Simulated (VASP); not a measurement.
# Si16O31 (a cell with a defect) in VASP: notebook, part 3 of 3

VASP 6.6.1. Earlier steps stand in the parts before.

## Step 4: Relaxation of the atoms, PBEsol

File INCAR:

```
SYSTEM = Si16O31
PREC = Accurate
ENCUT = 520
EDIFF = 1E-7
ISMEAR = -1
SIGMA = 0.05
LREAL = Auto
LASPH = .TRUE.
NELM = 60
ALGO = Normal
ISIF = 2
LWAVE = .FALSE.
LCHARG = .FALSE.
GGA = PS
IBRION = 2
NSW = 100
EDIFFG = -0.03
ISYM = 0
```

File KPOINTS:

```
Automatic mesh
0
Gamma
  1 1 1
  0.25 0.25 0.25
```

File POSCAR:

```
Si16O31
1.0
    8.3886930000      0.0000000000      0.0000000000
    0.0000000000      8.3886930000      0.0000000000
    0.0000000000      0.0000000000      5.3570950000
Si O
16 31
Direct
    0.0020770000      0.9982170000      0.0037490000
    0.0019010000      0.0027020000      0.4955940000
    0.0014430000      0.5007340000      0.9900520000
    0.0012040000      0.5009680000      0.4960780000
    0.4982280000      0.9978960000      0.0067200000
    0.5021380000      0.0008010000      0.5026690000
    0.4978250000      0.5000140000      0.9968780000
    0.5026740000      0.5015260000      0.4908880000
    0.2496390000      0.2525940000      0.2550040000
    0.2529130000      0.2490030000      0.7544130000
    0.2493760000      0.7506740000      0.2420720000
    0.2501340000      0.7508910000      0.7515870000
    0.7516680000      0.2477170000      0.2516780000
    0.7511530000      0.2522530000      0.7567160000
    0.7496200000      0.7561070000      0.2512490000
    0.7510280000      0.7512440000      0.7458850000
    0.1544370000      0.1519700000      0.9949200000
    0.1494660000      0.1542290000      0.4966560000
    0.1532410000      0.6535000000      0.9960930000
    0.1521220000      0.6535680000      0.5010480000
    0.6528750000      0.1510180000      0.9998400000
    0.6585530000      0.1514790000      0.4988720000
    0.6515530000      0.6498490000      0.9968420000
    0.6572440000      0.6532990000      0.4987530000
    0.3443850000      0.3510690000      0.0025340000
    0.3445580000      0.3443670000      0.5093310000
    0.3465840000      0.8488700000      0.0014570000
    0.3490630000      0.8497020000      0.5007890000
    0.8490600000      0.3452320000      0.9976800000
    0.8491120000      0.3523430000      0.5005100000
    0.8458440000      0.8463270000      0.0066430000
    0.8492530000      0.8415300000      0.5017880000
    0.0939540000      0.4056070000      0.2507810000
    0.0989590000      0.4061420000      0.7529890000
    0.0991700000      0.9028400000      0.2557160000
    0.0946470000      0.9049710000      0.7461160000
    0.5985420000      0.4046060000      0.7414580000
    0.5976240000      0.9018540000      0.2512040000
    0.5971820000      0.9022150000      0.7503110000
    0.4056030000      0.1000530000      0.2469690000
    0.4050960000      0.0983570000      0.7453260000
    0.3999970000      0.5998360000      0.2521920000
    0.4017320000      0.5981940000      0.7522920000
    0.9034420000      0.0981560000      0.2519490000
    0.9028380000      0.0943280000      0.7517410000
    0.9027550000      0.5974950000      0.2452150000
    0.9018780000      0.5982290000      0.7549640000
```

Potentials or basis: VASP PAW PBE potentials, release 64 (Si, O).

Command:

```
$ cat potpaw_PBE.64/Si/POTCAR potpaw_PBE.64/O/POTCAR > POTCAR
$ mpirun -np 1 vasp_std > vasp.out
```

OUTCAR:

```text
SYSTEM = Si16O31
   PREC = Accurate
   ENCUT = 520
   EDIFF = 1E-7
   ISMEAR = -1
   LREAL = Auto
   LASPH = .TRUE.
   NELM = 60
   ISIF = 2
   GGA = PS
   IBRION = 2
   NSW = 100
   EDIFFG = -0.03
   ISYM = 0

 ion  position               nearest neighbor table
   1  0.002  0.998  0.004-  36 1.77  35 1.77  44 1.78  45 1.78  17 1.82  31 1.83   2 2.64   2 2.72

   2  0.002  0.003  0.496-  35 1.74  44 1.74  36 1.75  18 1.77  45 1.78  32 1.86   1 2.64   1 2.72

   3  0.001  0.501  0.990-  34 1.71  47 1.72  33 1.79  46 1.79  19 1.81  29 1.83   4 2.65   4 2.71
[... 53 lines left out ...]
  46  0.903  0.597  0.245-   4 1.77   3 1.79  15 1.85
  47  0.902  0.598  0.755-   3 1.72  16 1.80   4 1.81

IMPORTANT INFORMATION: All symmetrisations will be switched off!
NOSYMM: (Re-)initialisation of all symmetry stuff for point group C_1.

----------------------------------------------------------------------------------------

                                     Primitive cell

  volume of cell :     376.9797

  direct lattice vectors                    reciprocal lattice vectors
     8.388693000  0.000000000  0.000000000     0.119208082  0.000000000  0.000000000
     0.000000000  8.388693000  0.000000000     0.000000000  0.119208082  0.000000000
     0.000000000  0.000000000  5.357095000     0.000000000  0.000000000  0.186668334

  length of vectors
     8.388693000  8.388693000  5.357095000     0.119208082  0.119208082  0.186668334

  position of ions in fractional coordinates (direct lattice)
     0.002077000  0.998217000  0.003749000
     0.001901000  0.002702000  0.495594000
     0.001443000  0.500734000  0.990052000
     0.001204000  0.500968000  0.496078000
     0.498228000  0.997896000  0.006720000
     0.502138000  0.000801000  0.502669000
[... 39 lines left out ...]
     0.902755000  0.597495000  0.245215000
     0.901878000  0.598229000  0.754964000

  ion indices of the primitive-cell ions
   primitive index   ion index
                 1           1
                 2           2
                 3           3
                 4           4
                 5           5
                 6           6
[... 39 lines left out ...]
                46          46
                47          47

----------------------------------------------------------------------------------------

 KPOINTS: Automatic mesh

Automatic generation of k-mesh.
 Grid dimensions read from file:
 generate k-points for:    1    1    1

 Generating k-lattice:

  Cartesian coordinates                     Fractional coordinates (reciprocal lattice)
     0.119208082  0.000000000  0.000000000     1.000000000  0.000000000  0.000000000
     0.000000000  0.119208082  0.000000000     0.000000000  1.000000000  0.000000000
     0.000000000  0.000000000  0.186668334     0.000000000  0.000000000  1.000000000

  Length of vectors
     0.119208082  0.119208082  0.186668334

  Shift w.r.t. Gamma in fractional coordinates (k-lattice)
     0.250000000  0.250000000  0.250000000

 Subroutine IBZKPT returns following result:
[... 51 lines left out ...]
  Thomas-Fermi vector in A             =   2.547778
   LORBIT       =      0    0 simple, 1 ext, 2 COOP (PROOUT), +10 PAW based schemes
   GGA     = PS    functional components
   LHFCALC =     F    Hartree Fock is set to
   AEXX    =    0.0000 exact exchange contribution
   IVDW    =     0    specifies the selected vdW correction
   LEPSILON=     F    determine dielectric tensor
   LRPA    =     F    only Hartree local field effects (RPA)
 conjugate gradient relaxation of ions
 non-spin polarized calculation
  energy-cutoff  :      520.00
  volume of cell :      376.98
 maximum number of plane-waves:     10145
 NGX is ok and might be reduce to    64
   NGX = 31   NGY = 31   NGZ = 19

--------------------------------------- Ionic step        1  -------------------------------------------

 number of electron     249.9999970 magnetization

 Free energy of the ion-electron system (eV)
  ---------------------------------------------------
  ext. energy  EPLUGINS =         0.00000000
  ---------------------------------------------------
  free energy    TOTEN  =      -379.57955160 eV

  energy without entropy =     -379.57955160  energy(sigma->0) =     -379.57955160

------------------------ aborting loop because EDIFF is reached ----------------------------------------

  FORCE on cell =-STRESS in cart. coord.  units (eV):
  Direction    XX          YY          ZZ          XY          YZ          ZX
  --------------------------------------------------------------------------------------
  -------------------------------------------------------------------------------------
  Total        3.0936368      2.0126321      0.3249709      1.2724147     -0.8286865     -0.5254107
  in kB       13.1480686      8.5537592      1.3811381      5.4078084     -3.5219476     -2.2330146
  external PRESSURE =       7.6943220 kB  Pullay stress =       0.0000000 kB
[... 68 lines left out ...]
--------------------------------------- Ionic step        2  -------------------------------------------

 number of electron     249.9999951 magnetization

 E-fermi :   9.9915     XC(G=0): -12.3754

 val. band max:        8.7148058695   @ k =   0.2500   0.2500   0.2500
 cond. band min:      12.7316108758   @ k =   0.2500  -0.2500   0.2500
 fundamental gap:      4.0168050062
 Fermi energy:         9.9915105488

 k-point     1 :       0.2500    0.2500    0.2500
  band No.  band energies     occupation
      1     -14.3236      2.00000
      2     -13.7771      2.00000
      3     -13.6120      2.00000
      4     -13.2049      2.00000
      5     -12.9369      2.00000
      6     -12.7329      2.00000
[... 549 lines left out ...]
    136      15.9898      0.00000
    137      16.1373      0.00000
 [bands above 137 left out]

------------------------ aborting loop because EDIFF is reached ----------------------------------------

  FORCE on cell =-STRESS in cart. coord.  units (eV):
  Direction    XX          YY          ZZ          XY          YZ          ZX
  --------------------------------------------------------------------------------------
  -------------------------------------------------------------------------------------
  Total        1.0972699      0.7496433     -0.5583907      2.2315160     -0.1781478     -0.5339284
  in kB        4.6634367      3.1860111     -2.3731807      9.4840240     -0.7571345     -2.2692152
  external PRESSURE =       1.8254224 kB  Pullay stress =       0.0000000 kB
[... 143 lines left out ...]
  FREE ENERGIE OF THE ION-ELECTRON SYSTEM (eV)
  ---------------------------------------------------
  free  energy   TOTEN  =      -380.1424005789 eV

  energy  without entropy=     -380.1424005789  energy(sigma->0) =     -380.14240058

[... ionic steps 4 to 13 ...]

--------------------------------------- Ionic step       14  -------------------------------------------

 number of electron     249.9999882 magnetization

------------------------ aborting loop because EDIFF is reached ----------------------------------------
[... 157 lines left out ...]
--------------------------------------- Ionic step       16  -------------------------------------------

 number of electron     249.9999881 magnetization

 Free energy of the ion-electron system (eV)
  ---------------------------------------------------
  ext. energy  EPLUGINS =         0.00000000
  ---------------------------------------------------
  free energy    TOTEN  =      -380.34041149 eV

  energy without entropy =     -380.34041149  energy(sigma->0) =     -380.34041149

 E-fermi :  10.1055     XC(G=0): -12.3744

 val. band max:        8.9038219965   @ k =  -0.2500  -0.2500   0.2500
 cond. band min:      13.0020430315   @ k =   0.2500  -0.2500   0.2500
 fundamental gap:      4.0982210350
 Fermi energy:        10.1055492549

 k-point     1 :       0.2500    0.2500    0.2500
  band No.  band energies     occupation
      1     -14.1976      2.00000
      2     -13.6519      2.00000
      3     -13.5298      2.00000
      4     -13.0543      2.00000
      5     -12.7763      2.00000
      6     -12.5862      2.00000
[... 549 lines left out ...]
    136      15.8927      0.00000
    137      16.1086      0.00000
 [bands above 137 left out]

------------------------ aborting loop because EDIFF is reached ----------------------------------------

  FORCE on cell =-STRESS in cart. coord.  units (eV):
  Direction    XX          YY          ZZ          XY          YZ          ZX
  --------------------------------------------------------------------------------------
  -------------------------------------------------------------------------------------
  Total        1.1379355      1.0517735     -3.5464653      1.4980562     -0.0371936      0.0242657
  in kB        4.8362672      4.4700755    -15.0726061      6.3667933     -0.1580740      0.1031299
  external PRESSURE =      -1.9220878 kB  Pullay stress =       0.0000000 kB
[... 62 lines left out ...]
  FREE ENERGIE OF THE ION-ELECTRON SYSTEM (eV)
  ---------------------------------------------------
  free  energy   TOTEN  =      -380.3404114923 eV

  energy  without entropy=     -380.3404114922  energy(sigma->0) =     -380.34041149

 reached required accuracy - stopping structural energy minimisation
```

Run time: 2.1 h. Hardware: 1 thread of Oxide Virtual Turin-like, shared host; peak memory 0.49 GiB.

Results:

| Property | Result |
| --- | --- |
| Free energy | -380.3404 eV |
| Energy gained by relaxing | 16.2 meV/atom |
| Ionic steps | 16 |
| Pressure after relaxing | -0.2 GPa |
| Largest force after relaxing | 0.025 eV/Å |
| Band gap on the k mesh | 4.10 eV |

Forces on the atoms (eV/Å):
```
Si   0.011  0.007  0.001
Si   0.010 -0.003  0.004
Si   0.000  0.005  0.006
Si  -0.013 -0.007  0.009
Si  -0.005  0.001  0.004
Si  -0.009 -0.011 -0.020
Si   0.016  0.001 -0.008
Si   0.003  0.000  0.019
Si   0.000 -0.025 -0.004
Si  -0.003 -0.006  0.000
Si   0.001  0.011  0.001
Si  -0.001  0.001  0.002
Si   0.003  0.008 -0.006
Si   0.013 -0.003 -0.019
Si   0.002  0.015 -0.002
Si  -0.003  0.012  0.011
O    0.004  0.003  0.003
O   -0.007  0.006  0.006
O   -0.007 -0.013 -0.001
O   -0.003 -0.007  0.002
O   -0.012 -0.001 -0.002
O   -0.003 -0.005  0.004
O   -0.004  0.002 -0.005
O   -0.007 -0.007  0.012
O   -0.011 -0.001 -0.004
O   -0.003  0.006  0.008
O    0.010 -0.001 -0.003
O    0.011  0.000 -0.003
O    0.006  0.003 -0.008
O    0.003  0.012 -0.001
O   -0.001 -0.007 -0.008
O   -0.001 -0.010 -0.002
O   -0.003  0.002 -0.008
O   -0.002 -0.002 -0.002
O    0.002 -0.003  0.001
O   -0.002 -0.001  0.000
O   -0.003  0.007  0.010
O    0.002  0.007 -0.001
O    0.002  0.003  0.008
O    0.005 -0.003  0.001
O   -0.011 -0.004  0.008
O    0.002 -0.010  0.001
O    0.006 -0.001  0.006
O   -0.012  0.013 -0.005
O    0.000 -0.003 -0.005
O    0.010 -0.005 -0.010
O    0.003  0.014 -0.001
```

Step by step:
```csv
step,energy change (eV),largest force (eV/Å),pressure (GPa)
1,0.0000,2.1223,0.77
2,0.1710,3.7666,0.18
3,-0.5628,0.8571,-0.07
4,-0.6763,0.6094,-0.19
5,-0.6963,0.4208,-0.21
6,-0.7322,0.3189,-0.20
7,-0.7336,0.2579,-0.21
8,-0.7485,0.1896,-0.20
9,-0.7490,0.1358,-0.21
10,-0.7566,0.0871,-0.22
11,-0.7568,0.0960,-0.22
12,-0.7592,0.0775,-0.20
13,-0.7593,0.0619,-0.21
14,-0.7604,0.0340,-0.20
15,-0.7604,0.0402,-0.19
16,-0.7609,0.0249,-0.19
```

Final structure:
```
CELL_PARAMETERS angstrom
8.38869 0.00000 0.00000
0.00000 8.38869 0.00000
0.00000 0.00000 5.35710
ATOMIC_POSITIONS crystal
Si 0.00067 0.00021 0.99839
Si 0.00071 0.00030 0.50143
Si 0.00118 0.50182 0.00023
Si 0.00128 0.50187 0.49952
Si 0.49923 0.99982 0.00025
Si 0.49925 0.99993 0.49963
Si 0.50325 0.49770 0.00997
Si 0.50346 0.49756 0.48914
Si 0.25002 0.24996 0.24986
Si 0.25101 0.25033 0.74986
Si 0.24923 0.75182 0.24983
Si 0.25398 0.74710 0.74981
Si 0.75389 0.24711 0.25014
Si 0.74777 0.25324 0.75017
Si 0.75115 0.75093 0.24984
Si 0.75073 0.74995 0.74976
O 0.15269 0.15342 0.99953
O 0.15276 0.15335 0.50018
O 0.15298 0.65386 0.99901
O 0.15298 0.65383 0.50064
O 0.65132 0.15597 0.00284
O 0.65125 0.15601 0.49721
O 0.65513 0.65294 0.00192
O 0.65514 0.65300 0.49761
O 0.34801 0.34603 0.00201
O 0.34797 0.34599 0.49762
O 0.34710 0.84816 0.99901
O 0.34708 0.84818 0.50072
O 0.84494 0.34986 0.00291
O 0.84506 0.34974 0.49728
O 0.84754 0.84836 0.99958
O 0.84756 0.84842 0.50024
O 0.09709 0.40330 0.24994
O 0.09678 0.40303 0.74992
O 0.09715 0.90375 0.24987
O 0.09731 0.90361 0.74988
O 0.59849 0.40240 0.74976
O 0.59764 0.90383 0.24991
O 0.59796 0.90421 0.74983
O 0.40206 0.09629 0.24987
O 0.40373 0.09789 0.74988
O 0.40006 0.60119 0.24973
O 0.40578 0.59527 0.74964
O 0.90365 0.09734 0.24999
O 0.90173 0.09933 0.75003
O 0.90480 0.59904 0.24997
O 0.90323 0.59733 0.74988
```

Caveat: the k points lie up to 0.59 Å⁻¹ apart; the PAW data sets were made with another functional, which shifts forces and pressure a little.
